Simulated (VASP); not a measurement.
# CO2: single point with PBE

Crystal: CO2.

```xyz
12
Lattice="6.0577 0.0000 0.0000 0.0000 6.0577 0.0000 0.0000 0.0000 5.9972" Properties=species:S:1:pos:R:3 pbc="T T T"
C     0.0000    0.0000    0.0000
C     3.0289    0.0000    2.9986
C     3.0289    3.0289    0.0000
C     0.0000    3.0289    2.9986
O     0.6753    0.6753    0.6686
O     2.3535    5.3824    3.6672
O     3.7042    2.3535    5.3286
O     5.3824    3.7042    2.3300
O     5.3824    5.3824    5.3286
O     3.7042    0.6753    2.3300
O     2.3535    3.7042    0.6686
O     0.6753    2.3535    3.6672
```

This cell differs from its parent crystal: engineering shear strain xz +0.0000, normal strain along z -0.0100.

```yaml
Program: VASP 6.6.1
Task: single point
Functional: PBE
Potentials_or_basis: VASP PAW PBE potentials, release 64 (C, O)
Cutoff: 520 eV
k_mesh: 4 × 4 × 4
Occupations: gaussian, width 0.05 eV
Spin: no spin polarisation
```

* Pressure: 2.2 GPa
* Largest force: 1.055 eV/Å
* Band gap on the k mesh: 6.65 eV

Forces in eV/Å, atoms in the order of the input:
```
C    0.000  0.000  0.000
C    0.000  0.000  0.000
C    0.000  0.000  0.000
C    0.000  0.000  0.000
O    0.611  0.610  0.606
O   -0.611 -0.610  0.606
O    0.611 -0.610 -0.606
O   -0.611  0.610 -0.606
O   -0.611 -0.610 -0.606
O    0.611  0.610 -0.606
O   -0.611  0.610  0.606
O    0.611 -0.610  0.606
```

Levels at points of the mesh, in eV from the valence-band top:
```csv
k point,band 28,band 29,band 30,band 31,band 32,band 33,band 34,band 35,band 36,band 37
"(0.00, 0.00, 0.00)",-0.12,-0.12,-0.12,-0.01,0.00,6.65,8.26,8.27,8.28,8.40
"(0.50, 0.00, 0.00)",-0.21,-0.18,-0.18,-0.05,-0.05,7.93,7.93,8.20,8.20,8.43
"(0.00, 0.50, 0.00)",-0.21,-0.18,-0.18,-0.05,-0.05,7.93,7.93,8.21,8.21,8.43
"(0.50, 0.50, 0.00)",-0.19,-0.17,-0.17,-0.17,-0.17,8.17,8.17,8.17,8.17,8.68
"(0.00, 0.00, 0.50)",-0.20,-0.18,-0.18,-0.06,-0.06,7.95,7.95,8.20,8.20,8.43
"(0.50, 0.00, 0.50)",-0.19,-0.17,-0.17,-0.17,-0.17,8.17,8.17,8.17,8.17,8.69
"(0.00, 0.50, 0.50)",-0.19,-0.17,-0.17,-0.17,-0.17,8.17,8.17,8.17,8.17,8.68
"(0.50, 0.50, 0.50)",-0.19,-0.18,-0.18,-0.18,-0.18,8.23,8.23,8.23,8.23,8.83
```

It took 110 s on 1 thread of Intel(R) Xeon(R) 6975P-C (Granite Rapids) (shared host), peak memory 0.41 GiB.

Caveat: the cell differs from its parent crystal (engineering shear strain xz +0.0000, normal strain along z -0.0100); this functional lacks dispersion, which holds the molecules together, so the pressure and a relaxed volume are unreliable; forces of over 1 eV/Å act on the atoms, so gaps and moduli don't describe the material at rest. A k mesh can miss the band edges.
